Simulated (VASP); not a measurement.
Set up this calculation in VASP 6.6.1, as the native input.

| Item | Value |
| --- | --- |
| Task | single point |
| Functional | PBE |
| Potentials or basis | VASP PAW PBE potentials, release 64 (Ge_d) |
| Cutoff | 520 eV |
| k mesh | 10 × 6 × 6 |
| Occupations | gaussian, width 0.1 eV |
| Spin | no spin polarisation |
| Dipole correction | no |
| Further INCAR settings | ALGO = Fast; EDIFF = 1e-07; NBANDS = 66 |

The structure of Ge lies in POSCAR:

```
Ge
1.0
    3.9035913234      0.0000000000      0.0000000000
    0.0000000000      6.4901388064      0.0000000000
    0.0000000000      0.0000000000      7.0707316780
Ge
8
Direct
    0.1176503714      0.5675545139      0.1569330528
    0.1176503714      0.9324454861      0.6569330528
    0.6176503714      0.0675545139      0.8430669472
    0.3823496286      0.9324454861      0.1569330528
    0.8823496286      0.0675545139      0.3430669472
    0.8823496286      0.4324454861      0.8430669472
    0.6176503714      0.4324454861      0.3430669472
    0.3823496286      0.5675545139      0.6569330528
```

The cell was generated, and may not be a known phase.

These files were run (other wordings do the same):

INCAR

```
SYSTEM = Ge
PREC = Accurate ; ENCUT = 520
EDIFF = 1E-7 ; ISMEAR = 0
SIGMA = 0.1 ; LREAL = .FALSE.
LASPH = .TRUE. ; NELM = 80
ALGO = Fast ; ISIF = 2
LWAVE = .FALSE. ; LCHARG = .TRUE.
GGA = PE ; LELF = .TRUE.
LVHAR = .TRUE. ; NBANDS = 66
```

KPOINTS

```
regular mesh
0
G
  10 6 6
  0 0 0
```

Potentials or basis: VASP PAW PBE potentials, release 64 (Ge_d).

Run with:

```bash
$ cat potpaw_PBE.64/Ge_d/POTCAR > POTCAR
$ mpirun -np 1 vasp_std > vasp.out
```

It gave:

The pressure is -0.1 GPa. The largest force is 0.007 eV/Å. The band gap on the k mesh is zero (bands 56 and 57 overlap by 0.71 eV).

Caveat: semilocal functionals underestimate gaps, and a narrow one can read as zero.

Run time: 20 min on 1 thread of Oxide Virtual Turin-like Processor, with other jobs on the host, peak memory 0.75 GiB.
